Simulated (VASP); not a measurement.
# AlN in VASP: single point with r2SCAN

Aim: the single point of AlN with r2SCAN.

The COD entry that gives the cell may itself be a prediction, so a difference from it is no test against experiment.

All numbers are computed with VASP 6.6.1; they aren't measurements. Logs are shortened: lines on timing, memory, paths and dates and some standing lists are left out, and cuts for length are marked.

## 1. The cell of the first run

The typed cell holds 4 atoms: a = 3.109 Å, b = 3.109 Å, c = 4.991 Å, α = 90.00°, β = 90.00°, γ = 120.00°.

## 2. Single point, r2SCAN

POSCAR reads:

```
AlN
1.0
    3.1094914100      0.0000000000      0.0000000000
   -1.5547457100      2.6928947300      0.0000000000
    0.0000000000      0.0000000000      4.9906150300
N Al
2 2
Direct
    0.6667000000      0.3333000000      0.3810000000
    0.3334000000      0.6667000000      0.8810000000
    0.6667000000      0.3333000000      0.0000000000
    0.3334000000      0.6667000000      0.5000000000
```

INCAR.step1 reads:

```
SYSTEM = AlN
  PREC = Accurate
  ENCUT = 520
  ISMEAR = -1
  SIGMA = 0.1
  LREAL = .False.
  LASPH = .True.
  NELM = 100
  NBANDS = 16
  GGA = PE
  ALGO = Normal
  EDIFF = 1E-4
  LWAVE = .True.
  LCHARG = .False.
```

INCAR.step2 reads:

```
SYSTEM = AlN
  PREC = Accurate
  ENCUT = 520
  EDIFF = 1E-7
  ISMEAR = -1
  SIGMA = 0.1
  LREAL = .False.
  LASPH = .True.
  NELM = 100
  ALGO = Normal
  ISIF = 2
  LWAVE = .False.
  LCHARG = .False.
  METAGGA = R2SCAN
  LMIXTAU = .True.
  NBANDS = 16
  ISTART = 1
```

KPOINTS reads:

```
regular mesh
0
Gamma
  9 9 5
  0 0 0
```

Potentials or basis: VASP PAW PBE potentials, release 64 (N, Al).

The run is started by

```sh
$ cat potpaw_PBE.64/N/POTCAR potpaw_PBE.64/Al/POTCAR > POTCAR
$ cp INCAR.step1 INCAR
$ mpirun -np 1 vasp_std > vasp.out
$ cp INCAR.step2 INCAR
$ mpirun -np 1 vasp_std > vasp.out
```

OUTCAR:

```text
SYSTEM = AlN
   PREC = Accurate
   ENCUT = 520
   EDIFF = 1E-7
   ISMEAR = -1
   LREAL = .False.
   LASPH = .True.
   NELM = 100
   ISIF = 2
   METAGGA = R2SCAN
   ISTART = 1

 ion  position               nearest neighbor table
   1  0.667  0.333  0.381-   4 1.89   4 1.89   4 1.89   3 1.90
   2  0.333  0.667  0.881-   3 1.89   3 1.89   3 1.89   4 1.90
   3  0.667  0.333  0.000-   2 1.89   2 1.89   2 1.89   1 1.90   4 3.07   4 3.07   4 3.07   4 3.07
                             4 3.07   4 3.07
   4  0.333  0.667  0.500-   1 1.89   1 1.89   1 1.89   2 1.90   3 3.07   3 3.07   3 3.07   3 3.07
                             3 3.07   3 3.07

  LATTYP: Found a hexagonal cell.
 ALAT       =     3.1094914100
 C/A-ratio  =     1.6049618320

  Lattice vectors:

 A1 = (   3.1094914100,   0.0000000000,   0.0000000000)
 A2 = (  -1.5547457100,   2.6928947300,   0.0000000000)
 A3 = (   0.0000000000,   0.0000000000,   4.9906150300)

Analysis of symmetry for initial positions (statically):
=====================================================================
 Subroutine PRICEL returns:
 Original cell was already a primitive cell.

 Routine SETGRP: Setting up the symmetry group for a
 hexagonal supercell.

 Subroutine GETGRP returns: Found  4 space group operations
 (whereof  1 operations were pure point group operations)
 out of a pool of 24 trial point group operations.

The static configuration has the point symmetry C_1 .
 The point group associated with its full space group is C_2v.

Analysis of symmetry for dynamics (positions and initial velocities):
=====================================================================
 Subroutine PRICEL returns:
 Original cell was already a primitive cell.

 Routine SETGRP: Setting up the symmetry group for a
 hexagonal supercell.

 Subroutine GETGRP returns: Found  4 space group operations
 (whereof  1 operations were pure point group operations)
 out of a pool of 24 trial point group operations.

The dynamic configuration has the point symmetry C_1 .
 The point group associated with its full space group is C_2v.

 Subroutine INISYM returns: Found  4 space group operations
 (whereof  1 operations are pure point group operations),
 and found     1 'primitive' translations

----------------------------------------------------------------------------------------

                                     Primitive cell
[... 89 lines left out ...]
   ISPIN  =      1    spin polarized calculation?
   LNONCOLLINEAR =      F non collinear calculations
   LSORBIT =      F    spin-orbit coupling
   LASPH  =      T    aspherical Exc in radial PAW
   ENCUT  =  520.0 eV  38.22 Ry    6.18 a.u.   5.78  5.78  9.28*2*pi/ulx,y,z
   NELM   =    100;   NELMIN=  2; NELMDL=  0     # of ELM steps
   EDIFF  = 0.1E-06   stopping-criterion for ELM
   LREAL  =      F    real-space projection
   EDIFFG = 0.1E-05   stopping-criterion for IOM
   NSW    =      0    number of steps for IOM
   IBRION =     -1    ionic relax: 0-MD 1-quasi-New 2-CG
   NFREE  =      0    steps in history (QN), initial steepest desc. (CG)
   ISIF   =      2    stress and relaxation
   ISYM   =      2    0-nonsym 1-usesym 2-fastsym
   POTIM  = 0.5000    time-step for ionic-motion
   TEBEG  =    0.0;   TEEND  =   0.0 temperature during run
   PSTRESS=    0.0 pullay stress
   NELECT =      16.0000    total number of electrons
   NUPDOWN=      -1.0000    fix difference up-down
   EMIN   =  10.00;   EMAX   =-10.00  energy-range for DOS
   EFERMI =   0.00;   METHOD = LEGACY
   ISMEAR =    -1;   SIGMA  =   0.10  broadening in eV -4-tet -1-fermi 0-gaus
   EFERMI_NEDOS =   21; number of points for ismear=-14 and -15
   IALGO  =     38    algorithm
   IMIX   =      4    mixing-type and parameters
     AMIX     =   0.40;   BMIX     =  1.00
     AMIX_MAG =   1.60;   BMIX_MAG =  1.00
  volume/ion in A,a.u.               =      10.45        70.50
  Fermi-wavevector in a.u.,A,eV,Ry     =   1.188759  2.246429 19.227052  1.413148
  Thomas-Fermi vector in A             =   2.324882
   LORBIT       =      0    0 simple, 1 ext, 2 COOP (PROOUT), +10 PAW based schemes
   METAGGA = R2SCAN    functional components
   LHFCALC =     F    Hartree Fock is set to
   AEXX    =    0.0000 exact exchange contribution
   IVDW    =     0    specifies the selected vdW correction
   LEPSILON=     F    determine dielectric tensor
   LRPA    =     F    only Hartree local field effects (RPA)
 non-spin polarized calculation
  energy-cutoff  :      520.00
  volume of cell :       41.79
 maximum number of plane-waves:      1152
   NGX = 11   NGY = 11   NGZ = 19

 number of electron      15.9999996 magnetization

 Free energy of the ion-electron system (eV)
  ---------------------------------------------------
  ext. energy  EPLUGINS =         0.00000000
  ---------------------------------------------------
  free energy    TOTEN  =       -38.45557712 eV

  energy without entropy =      -38.45557712  energy(sigma->0) =      -38.45557712

 E-fermi :   7.8542     XC(G=0): -11.3975

 val. band max:        5.8623834819   @ k =   0.0000   0.0000   0.0000
 cond. band min:      10.7568806068   @ k =   0.0000   0.0000   0.0000
 fundamental gap:      4.8944971249
 Fermi energy:         7.8542253962

 k-point     1 :       0.0000    0.0000    0.0000
  band No.  band energies     occupation
      1     -10.0769      2.00000
      2      -7.9743      2.00000
      3      -0.1798      2.00000
      4       5.0054      2.00000
      5       5.0063      2.00000
      6       5.6609      2.00000
[... 433 lines left out ...]
      3       0.8994      2.00000
      4       1.9102      2.00000
      5       2.6299      2.00000
      6       2.7401      2.00000
[... 8 lines left out ...]
     15      19.5802      0.00000
     16      21.4710      0.00000

 [... further k-points ...]
[... 5 lines left out ...]
  --------------------------------------------------------------------------------------
  -------------------------------------------------------------------------------------
  Total       -0.3149840     -0.3079995     -0.3524075      0.0000000      0.0000000      0.0000000
  in kB      -12.0763679    -11.8085838    -13.5111680      0.0000000      0.0000000      0.0000000
  external PRESSURE =     -12.4653732 kB  Pullay stress =       0.0000000 kB

 VOLUME and BASIS-vectors are now :
 -----------------------------------------------------------------------------
  energy-cutoff  :      520.00
  volume of cell :       41.79
      direct lattice vectors                 reciprocal lattice vectors
     3.109491410  0.000000000  0.000000000     0.321596000  0.185673802  0.000000000
    -1.554745710  2.692894730  0.000000000     0.000000000  0.371347602  0.000000000
     0.000000000  0.000000000  4.990615030     0.000000000  0.000000000  0.200376105

 POSITION                                       TOTAL-FORCE (eV/Angst)
 -----------------------------------------------------------------------------------
      1.55490      0.89754      1.90142        -0.000000      0.002634      0.021966
      0.00016      1.79535      4.39673         0.000000     -0.002634      0.021966
      1.55490      0.89754      0.00000        -0.000000      0.002612     -0.021966
      0.00016      1.79535      2.49531         0.000000     -0.002612     -0.021966
 -----------------------------------------------------------------------------------
    total drift:                               -0.000001     -0.000000     -0.020986

  FREE ENERGIE OF THE ION-ELECTRON SYSTEM (eV)
  ---------------------------------------------------
  free  energy   TOTEN  =       -38.4555771172 eV

  energy  without entropy=      -38.4555771170  energy(sigma->0) =      -38.45557712
```

OUTCAR.step1:

```text
SYSTEM = AlN
   PREC = Accurate
   ENCUT = 520
   ISMEAR = -1
   LREAL = .False.
   LASPH = .True.
   NELM = 100
[... 687 lines left out ...]
      0.00016      1.79535      4.39673         0.000000     -0.002582      0.026335
      1.55490      0.89754      0.00000        -0.000000      0.002571     -0.026335
      0.00016      1.79535      2.49531         0.000000     -0.002571     -0.026335
 -----------------------------------------------------------------------------------
    total drift:                               -0.000001     -0.000000      0.000511

  FREE ENERGIE OF THE ION-ELECTRON SYSTEM (eV)
  ---------------------------------------------------
  free  energy   TOTEN  =       -29.7720732585 eV

  energy  without entropy=      -29.7720732584  energy(sigma->0) =      -29.77207326
```

It took 65 s on 1 thread of Intel Xeon 6975P-C (Granite Rapids), shared host; peak memory 0.18 GiB.

What came out:

```yaml
Free_energy: -38.4556 eV
Pressure: -1.2 GPa
Largest_force: 0.022 eV/Å
Band_gap_on_the_k_mesh: 4.89 eV, direct
```

Forces in eV/Å, atoms in the order of the input:
```
N    0.000  0.003  0.022
N    0.000 -0.003  0.022
Al   0.000  0.003 -0.022
Al   0.000 -0.003 -0.022
```

Levels at points of the mesh, in eV from the valence-band top:
| k point | band 6 | band 7 | band 8 | band 9 | band 10 | band 11 |
| --- | --- | --- | --- | --- | --- | --- |
| (0.00, 0.00, 0.00) | -0.20 | -0.20 | 0.00 | 4.89 | 7.53 | 11.58 |

Caveat: the PAW data sets were made with another functional, which shifts forces and pressure a little. r2SCAN opens gaps a little over a GGA but as a rule still falls short of measured ones.
